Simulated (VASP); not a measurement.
# Si2C (P3_112) in VASP: notebook, part 2 of 2

VASP 6.6.1. Earlier steps stand in the parts before.

## Step 3: Single point, PBE

This run uses another cell than the first one, of 14.26 Å³/atom, 1.484 times its volume.

The input, INCAR:

```
PREC = Accurate
ENCUT = 520
EDIFF = 1E-6
ISMEAR = 0
SIGMA = 0.1
LREAL = F
LASPH = T
NELM = 100
ALGO = Normal
ISIF = 2
LWAVE = F
LCHARG = T
GGA = PE
LELF = T
LVHAR = T
NBANDS = 28
```

The input, KPOINTS:

```
regular mesh
0
Gamma
  6 6 4
```

The input, POSCAR:

```
Si2C
1.0
    6.2138100932      0.0000000041      0.0000000000
   -3.1069050501      5.3813173929      0.0000000000
    0.0000000000      0.0000000000      3.8390722980
Si C
6 3
Direct
    0.2706925346      0.3141151900      0.4046161866
    0.6858848100      0.9565773446      0.7379495200
    0.0434226554      0.7293074654      1.0712828533
    0.6858848100      0.7293074654      0.2620504800
    0.0434226554      0.3141151900     -0.0712828533
    0.2706925346      0.9565773446      0.5953838134
    0.6275504765      0.3724495235      0.3333333333
    0.6275504765      0.2551009530      0.6666666667
    0.7448990470      0.3724495235      0.0000000000
```

Potentials or basis: VASP PAW PBE potentials, release 64 (Si, C).

Started as:

```console
> cat potpaw_PBE.64/Si/POTCAR potpaw_PBE.64/C/POTCAR > POTCAR
> mpirun -np 1 vasp_std > vasp.out
```

Run time: 84 s. Hardware: 1 thread of Intel Xeon Platinum 8259CL at 2.50GHz (Skylake/Cascade Lake), shared host; peak memory 0.26 GiB.

Results (log left out):

- Free energy: -53.0443 eV
- Pressure: 0.1 GPa
- Largest force: 0.041 eV/Å
- Band gap on the k mesh: zero (band 18 reaches 7.43 eV, above the bottom of band 19 at 6.73 eV)

Forces on the atoms (eV/Å):
```
Si  -0.011  0.008 -0.008
Si  -0.002 -0.013 -0.008
Si   0.012  0.005 -0.008
Si  -0.012  0.005  0.008
Si   0.011  0.008  0.008
Si   0.002 -0.013  0.008
C   -0.036  0.021  0.000
C    0.000 -0.041  0.000
C    0.036  0.021  0.000
```

Levels at points of the mesh, in eV from the Fermi level:
| k point | band 15 | band 16 | band 17 | band 18 | band 19 | band 20 | band 21 | band 22 |
| --- | --- | --- | --- | --- | --- | --- | --- | --- |
| (0.00, 0.00, 0.00) | -1.24 | -1.24 | -1.21 | -0.93 | 0.91 | 1.68 | 1.68 | 1.85 |
| (0.50, 0.00, 0.00) | -1.52 | -1.28 | -1.11 | 0.07 | 0.34 | 1.00 | 1.36 | 1.82 |
| (0.00, 0.00, 0.50) | -3.30 | -0.10 | -0.10 | 0.10 | 0.67 | 0.67 | 0.92 | 3.09 |
| (0.50, 0.00, 0.50) | -3.31 | -1.69 | -1.33 | -0.47 | 0.05 | 0.85 | 1.59 | 1.63 |

Caveat: the k points lie up to 0.41 Å⁻¹ apart.

## Step 4: Single point, PBE

This run uses another cell than the first one, of 14.29 Å³/atom, 1.487 times its volume.

The input, INCAR:

```
PREC     = Accurate       # precision mode
ENCUT    = 520            # plane-wave cutoff, eV
EDIFF    = 1E-6           # SCF threshold, eV
ISMEAR   = 0              # smearing method
SIGMA    = 0.1            # smearing width, eV
LREAL    = F              # projectors in reciprocal space
LASPH    = T              # aspherical terms in the spheres
NELM     = 80             # most SCF steps
ALGO     = Normal         # electronic algorithm
ISIF     = 2              # what is computed and relaxed
LWAVE    = F              # write WAVECAR
LCHARG   = F              # write CHGCAR
GGA      = PE             # functional
NBANDS   = 28             # bands
```

The input, KPOINTS:

```
Automatic mesh
0
Gamma
  6 6 10
```

The input, POSCAR:

```
Si2C
1.0
    6.2168805151      0.0000000000      0.0000000000
   -3.1084402576      5.3839764584      0.0000000000
    0.0000000000      0.0000000000      3.8431754346
Si C
6 3
Direct
    0.2717189385      0.3157596408      0.4047458506
    0.6842403592      0.9559592977      0.7380791839
    0.0440407023      0.7282810615      0.0714125172
    0.6842403592      0.7282810615      0.2619208161
    0.0440407023      0.3157596408      0.9285874828
    0.2717189385      0.9559592977      0.5952541494
    0.6279408561      0.3720591439      0.3333333333
    0.6279408561      0.2558817122      0.6666666667
    0.7441182878      0.3720591439      0.0000000000
```

Started as:

```console
> cat potpaw_PBE.64/Si/POTCAR potpaw_PBE.64/C/POTCAR > POTCAR
> mpirun -np 1 vasp_std > vasp.out
```

Wall time 2.9 min (1 thread of Intel Xeon Platinum 8259CL at 2.50GHz (Skylake/Cascade Lake), shared host); peak memory 0.33 GiB.

Results (log left out):

* Free energy: -53.0907 eV
* Pressure: 0.0 GPa
* Largest force: 0.021 eV/Å
* Band gap on the k mesh: zero (band 18 reaches 7.47 eV, above the bottom of band 19 at 6.71 eV)

Forces in eV/Å, atoms in the order of the input:
```
Si  -0.002  0.000  0.000
Si   0.001 -0.002  0.000
Si   0.001  0.002  0.000
Si  -0.001  0.002  0.000
Si   0.002  0.000  0.000
Si  -0.001 -0.002  0.000
C   -0.018  0.010  0.000
C    0.000 -0.021  0.000
C    0.018  0.010  0.000
```

Stress tensor (GPa, compression positive):
```
-0.03  0.00  0.00
 0.00 -0.03  0.00
 0.00  0.00  0.06
```

Levels at points of the mesh, in eV from the Fermi level:
```tsv
k point	band 16	band 17	band 18	band 19	band 20	band 21
(0.00, 0.00, 0.00)	-1.17	-1.12	-0.84	0.97	1.73	1.73
(0.50, 0.00, 0.00)	-1.20	-1.02	0.12	0.43	1.06	1.44
(0.00, 0.00, 0.50)	-0.02	-0.02	0.19	0.75	0.75	0.96
(0.50, 0.00, 0.50)	-1.61	-1.26	-0.38	0.14	0.90	1.68
```

## Step 5: Single point, PBE, collinear spin, ferromagnetic start

This run uses another cell than the first one, of 14.26 Å³/atom, 1.484 times its volume.

The input, INCAR:

```
SYSTEM = Si2C
PREC     = Accurate       ! precision mode
ENCUT    = 520            ! plane-wave cutoff, eV
EDIFF    = 1E-6           ! SCF threshold, eV
ISMEAR   = 0              ! smearing method
SIGMA    = 0.1            ! smearing width, eV
LREAL    = .FALSE.        ! projectors in reciprocal space
LASPH    = .TRUE.         ! aspherical terms in the spheres
NELM     = 150            ! most SCF steps
ALGO     = Normal         ! electronic algorithm
ISIF     = 2              ! what is computed and relaxed
LWAVE    = .FALSE.        ! write WAVECAR
LCHARG   = .FALSE.        ! write CHGCAR
ISPIN    = 2              ! spin polarisation
MAGMOM   = 0 0 0 0 0 0 1 1 1 ! initial moments
LORBIT   = 11             ! projections on sites
GGA      = PE             ! functional
NBANDS   = 32             ! bands
```

The input, KPOINTS:

```
regular mesh
0
G
  3 3 4
  0 0 0
```

The input, POSCAR:

```
Si2C
1.0
    6.2138100932      0.0000000000      0.0000000000
   -3.1069050466      5.3813173950      0.0000000000
    0.0000000000      0.0000000000      3.8390722980
Si C
6 3
Direct
    0.2706925346      0.3141151900      0.4046161866
    0.6858848100      0.9565773446      0.7379495200
    0.0434226554      0.7293074654      0.0712828533
    0.6858848100      0.7293074654      0.2620504800
    0.0434226554      0.3141151900      0.9287171467
    0.2706925346      0.9565773446      0.5953838134
    0.6275504765      0.3724495235      0.3333333333
    0.6275504765      0.2551009530      0.6666666667
    0.7448990470      0.3724495235      0.0000000000
```

Potentials or basis: VASP PAW PBE potentials, release 64 (Si, C).

Started as:

```console
> cat potpaw_PBE.64/Si/POTCAR potpaw_PBE.64/C/POTCAR > POTCAR
> mpirun -np 1 vasp_std > vasp.out
```

OUTCAR:

```text
SYSTEM = Si2C
   PREC = Accurate
   ENCUT = 520
   EDIFF = 1E-6
   ISMEAR = 0
   LREAL = .FALSE.
   LASPH = .TRUE.
   NELM = 150
   ISIF = 2
   ISPIN = 2
   LORBIT = 11
   GGA = PE

 ion  position               nearest neighbor table
   1  0.271  0.314  0.405-   7 2.08   5 2.31   6 2.34   5 2.46   4 2.64
   2  0.686  0.957  0.738-   8 2.08   4 2.31   5 2.34   4 2.46   6 2.64
   3  0.043  0.729  0.071-   9 2.08   6 2.31   4 2.34   6 2.46   5 2.64
   4  0.686  0.729  0.262-   7 2.08   2 2.31   3 2.34   2 2.46   1 2.64
   5  0.043  0.314  0.929-   9 2.08   1 2.31   2 2.34   1 2.46   3 2.64
   6  0.271  0.957  0.595-   8 2.08   3 2.31   1 2.34   3 2.46   2 2.64
   7  0.628  0.372  0.333-   9 1.47   8 1.47   4 2.08   1 2.08
   8  0.628  0.255  0.667-   9 1.47   7 1.47   6 2.08   2 2.08
[... 906 lines left out ...]
      3.10691      1.37278      2.55938         0.000000     -0.259192     -0.000000
      3.47150      2.00427      0.00000         0.224467      0.129596     -0.000000
 -----------------------------------------------------------------------------------
    total drift:                               -0.000000      0.000000      0.000000

  FREE ENERGIE OF THE ION-ELECTRON SYSTEM (eV)
  ---------------------------------------------------
  free  energy   TOTEN  =       -53.1142464159 eV

  energy  without entropy=      -53.0987593226  energy(sigma->0) =      -53.10650287

 total charge

# of ion       s       p       d       tot
------------------------------------------
    1        0.778   0.848   0.000   1.625
    2        0.778   0.848   0.000   1.625
    3        0.778   0.848   0.000   1.625
    4        0.778   0.848   0.000   1.625
    5        0.778   0.848   0.000   1.625
    6        0.778   0.848   0.000   1.625
    7        0.851   1.621   0.000   2.471
    8        0.851   1.621   0.000   2.471
    9        0.851   1.621   0.000   2.471
--------------------------------------------------
tot          7.217   9.948   0.000  17.165

 magnetization (x)

# of ion       s       p       d       tot
------------------------------------------
    1       -0.000  -0.000   0.000  -0.000
    2       -0.000  -0.000   0.000  -0.000
    3       -0.000  -0.000   0.000  -0.000
    4       -0.000  -0.000   0.000  -0.000
    5       -0.000  -0.000   0.000  -0.000
    6       -0.000  -0.000   0.000  -0.000
    7        0.000  -0.000   0.000  -0.000
    8        0.000  -0.000   0.000  -0.000
    9        0.000  -0.000   0.000  -0.000
--------------------------------------------------
tot          0.000  -0.000   0.000  -0.000
```

It took 93 s on 1 thread of Intel Xeon Platinum 8259CL at 2.50GHz (Skylake/Cascade Lake), shared host; peak memory 0.31 GiB.

Results:

```
Free energy                                           : -53.1142 eV
Pressure                                              : 0.0 GPa
Largest force                                         : 0.259 eV/Å
Band gap on the k mesh                                : zero (filled and empty bands overlap)
Net moment                                            : 0.00 μB per cell
Valence electrons inside the program's atomic spheres : Si 1.62; C 2.47
```

Forces on the atoms (eV/Å):
```
Si  -0.082 -0.001 -0.013
Si   0.042 -0.070 -0.013
Si   0.040  0.071 -0.013
Si  -0.040  0.071  0.013
Si   0.082 -0.001  0.013
Si  -0.042 -0.070  0.013
C   -0.224  0.130  0.000
C    0.000 -0.259  0.000
C    0.224  0.130  0.000
```

Caveat: the k points lie up to 0.41 Å⁻¹ apart.

## Step 6: Overview

```csv
spin,cell,k mesh,gap on the mesh (eV),pressure (GPa),largest force (eV/Å)
off,"a = 4.400, b = 4.400, c = 5.161 Å, angles 90.0, 90.0, 120.0°, 9 atoms",6 × 6 × 4,none,176.5,33.06
off,"a = 6.214, b = 6.214, c = 3.839 Å, angles 90.0, 90.0, 120.0°, 9 atoms",6 × 6 × 4,none,0.1,0.04
off,"a = 6.217, b = 6.217, c = 3.843 Å, angles 90.0, 90.0, 120.0°, 9 atoms",6 × 6 × 10,none,0.0,0.02
"collinear, ferromagnetic start","a = 6.214, b = 6.214, c = 3.839 Å, angles 90.0, 90.0, 120.0°, 9 atoms",3 × 3 × 4,none,0.0,0.26
```

Alike in all rows: task single point; level PBE; potentials or basis VASP PAW PBE potentials, release 64 (Si, C); cutoff (eV) 520; smearing gaussian 0.1 eV.

Caveats: some runs use coarse meshes; forces of over 1 eV/Å act on the atoms, so gaps and moduli don't describe the material at rest (some runs).

Absolute energies hang on the potentials; compare differences alone.
